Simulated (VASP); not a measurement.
MnO: single point with LDA

Crystal: MnO.

```
Mn O
1.0
     3.41607    0.00000    0.00000
    -1.70803    2.95840    0.00000
     0.00000    0.00000    5.45637
Mn O
2 2
Direct
  0.66667 0.33333 0.51096
  0.33333 0.66667 0.01096
  0.66667 0.33333 0.87547
  0.33333 0.66667 0.37547
```

```json
{
 "Program": "VASP 6.6.1",
 "Task": "single point",
 "Functional": "LDA",
 "Potentials or basis": "VASP PAW LDA potentials, release 64 (Mn_pv, O)",
 "Cutoff": "520 eV",
 "k mesh": "9 × 9 × 5",
 "Occupations": "fermi-dirac, width 0.05 eV",
 "Spin": "collinear spin, ferromagnetic start",
 "Starting moments": "[4.0, 4.0, 0.0, 0.0] μB",
 "Dipole correction": "no",
 "Further INCAR settings": "ALGO = Normal; EDIFF = 1e-07; NBANDS = 31"
}
```

| Property | Result |
| --- | --- |
| Pressure | -8.6 GPa |
| Largest force | 0.470 eV/Å |
| Net moment | 9.93 μB per cell |
| Site moments | Mn +4.36; O +0.21 μB |
| Valence electrons inside the program's atomic spheres | Mn 11.40; O 4.96 |

Forces in eV/Å, atoms in the order of the input:
```
Mn   0.000  0.000 -0.470
Mn   0.000  0.000 -0.470
O    0.000  0.000  0.470
O    0.000  0.000  0.470
```

Stress tensor (GPa, compression positive):
```
-10.29   0.00   0.00
  0.00 -10.29   0.00
  0.00   0.00  -5.26
```

Levels at points of the mesh, in eV from the Fermi level:
Spin up:
| k point | band 21 | band 22 | band 23 | band 24 | band 25 | band 26 | band 27 | band 28 |
| --- | --- | --- | --- | --- | --- | --- | --- | --- |
| (0.00, 0.00, 0.00) | -0.94 | -0.94 | 0.07 | 0.07 | 0.13 | 3.63 | 5.55 | 11.28 |
Spin down:
| k point | band 10 | band 11 | band 12 | band 13 | band 14 | band 15 | band 16 | band 17 | band 18 | band 19 |
| --- | --- | --- | --- | --- | --- | --- | --- | --- | --- | --- |
| (0.00, 0.00, 0.00) | -4.87 | -4.70 | -4.70 | -4.50 | -4.50 | -0.29 | 0.72 | 0.72 | 0.89 | 1.46 |

Wall time 120 s on 1 thread of Intel(R) Xeon(R) Platinum 8488C (Sapphire Rapids), with other jobs on the host, peak memory 0.21 GiB.

Caveat: semilocal functionals often make such compounds metallic where correlation or magnetic order opens a gap, which also shifts bond lengths; only a ferromagnetic start was run, and an antiferromagnetic order may lie lower in energy. With open d or f shells a metallic result of LDA can be an artefact of self-interaction; +U or a hybrid may open a gap.
